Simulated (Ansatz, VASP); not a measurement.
## C6F: VASP beside Ansatz

Contents of INCAR:

```
  PREC = Accurate
  ENCUT = 520
  EDIFF = 1E-7
  ISMEAR = 0
  SIGMA = 0.1
  LREAL = F
  LASPH = T
  NELM = 100
  ALGO = Normal
  ISIF = 2
  LWAVE = F
  LCHARG = F
  LDIPOL = T
  IDIPOL = 3
  DIPOL = 0.5 0.5 0.303
  GGA = PE
  NBANDS = 44
```

Contents of KPOINTS:

```
Automatic mesh
0
Gamma
  6 3 1
```

Contents of POSCAR:

```
C6F
1.0
    4.9326910638      0.0000000000      0.0000000000
   -1.2331727660      8.7858796651      0.0000000000
    0.0000000000      0.0000000000     22.7907133841
C F
12 2
Direct
    0.0197005045      0.0788020181      0.1755100831
    0.5197005045      0.0788020181      0.1755100831
    0.2746256306      0.0985025226      0.2058124647
    0.7746256306      0.0985025226      0.2058124647
    0.2844758829      0.1379035317      0.2664172279
    0.7844758829      0.1379035317      0.2664172279
    0.0392967069      0.1571967486      0.2959398808
    0.5392967069      0.1571967486      0.2959398808
    0.0496769807      0.1987213712      0.3592739175
    0.5496769807      0.1987213712      0.3592739175
    0.3040736564      0.2163109051      0.3857147091
    0.8040736564      0.2163109051      0.3857147091
    0.3040736564      0.1283938698      0.4348575324
    0.3040736564      0.3042279405      0.4348575324
```

Input for Ansatz:

```yaml
crystal:
  lattice:
    - [4.9326910638, 0.0, 0.0]
    - [-1.233172766, 8.7858796651, 0.0]
    - [0.0, 0.0, 22.7907133841]
  atoms:
    - { symbol: C, position: [0.0197005045, 0.0788020181, 0.1755100831] }
    - { symbol: C, position: [0.5197005045, 0.0788020181, 0.1755100831] }
    - { symbol: C, position: [0.2746256306, 0.0985025226, 0.2058124647] }
    - { symbol: C, position: [0.7746256306, 0.0985025226, 0.2058124647] }
    - { symbol: C, position: [0.2844758829, 0.1379035317, 0.2664172279] }
    - { symbol: C, position: [0.7844758829, 0.1379035317, 0.2664172279] }
    - { symbol: C, position: [0.0392967069, 0.1571967486, 0.2959398808] }
    - { symbol: C, position: [0.5392967069, 0.1571967486, 0.2959398808] }
    - { symbol: C, position: [0.0496769807, 0.1987213712, 0.3592739175] }
    - { symbol: C, position: [0.5496769807, 0.1987213712, 0.3592739175] }
    - { symbol: C, position: [0.3040736564, 0.2163109051, 0.3857147091] }
    - { symbol: C, position: [0.8040736564, 0.2163109051, 0.3857147091] }
    - { symbol: F, position: [0.3040736564, 0.1283938698, 0.4348575324] }
    - { symbol: F, position: [0.3040736564, 0.3042279405, 0.4348575324] }
basis:
  ecutwfc: 420
kpoints:
  mp_grid: { grid: [6, 3, 1] }
hamiltonian:
  xc: pbe
  pseudopotentials: { kind: paw, azcp: { folder: soft_1 } }
scf:
  occupations: { method: gaussian, width: 0.1 }
output:
  forces: true
  eigenvalues: true
efield:
  axis: 3
  dipole_correction: true
  ramp_width: 0.04
```

Alike in both runs: task single point; functional PBE; k mesh 6 × 3 × 1; occupations gaussian, width 0.1 eV; no spin polarisation.

|  | VASP | Ansatz |
| --- | --- | --- |
| version | VASP 6.6.1 | Ansatz 0.2.0 |
| potentials or method | VASP PAW PBE potentials, release 64 (C, F), cutoff 520 eV | scalar-relativistic, plane waves, PAW |
| valence electrons in the cell | 62 | 62 |

```tsv
	VASP	Ansatz	Ansatz less VASP
gap on the k mesh at the Fermi level (eV)	none	none	-
rms of the force components (eV/Å)	4.227	4.183	-0.0441
```

Atom by atom the forces differ by 0.143 eV/Å (rms over components). A gap of «none» marks a metal or a gap that the smearing closes. With one functional, cell and mesh, what is left measures potentials, basis and numerics.
